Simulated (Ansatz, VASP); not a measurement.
## One calculation of BaHfO3, two programs

```
Ba Hf O
1.0
     4.20613    0.00000    0.00000
     0.00000    4.20613    0.00000
     0.00000    0.00000    4.20613
Ba Hf O
1 1 3
Direct
  0.50000 0.50000 0.50000
  0.00000 0.00000 0.00000
  0.00000 0.00000 0.50000
  0.50000 0.00000 0.00000
  0.00000 0.50000 0.00000
```

Alike in both runs: functional PBE; k mesh 6 × 6 × 6; no spin polarisation.

Ansatz relaxed the structure, and its values are those at the end. VASP's run is a single point on that final structure, the one shown.

|  | VASP | Ansatz |
| --- | --- | --- |
| version | VASP 6.6.1 | Ansatz 0.2.0 |
| potentials or method | VASP PAW PBE potentials, release 64 (Ba_sv, Hf_pv, O), cutoff 520 eV | scalar-relativistic, plane waves, PAW |
| occupations | gaussian, width 0.01 eV | fixed |
| valence electrons in the cell | 38 | 54 |

Ansatz gave:

```
gap on the k mesh at the Fermi level (eV) : 3.62
least direct gap on the mesh (eV)         : 3.76
pressure (GPa)                            : 0.0
```

What did VASP give for the same quantities?

gap on the k mesh at the Fermi level (eV): 3.54; least direct gap on the mesh (eV): 3.78; pressure (GPa): -0.6.

VASP's potentials hold 38 valence electrons a cell and Ansatz's 54, so a difference there can come from the potentials and not from the codes.

Neither program's run includes spin-orbit coupling.
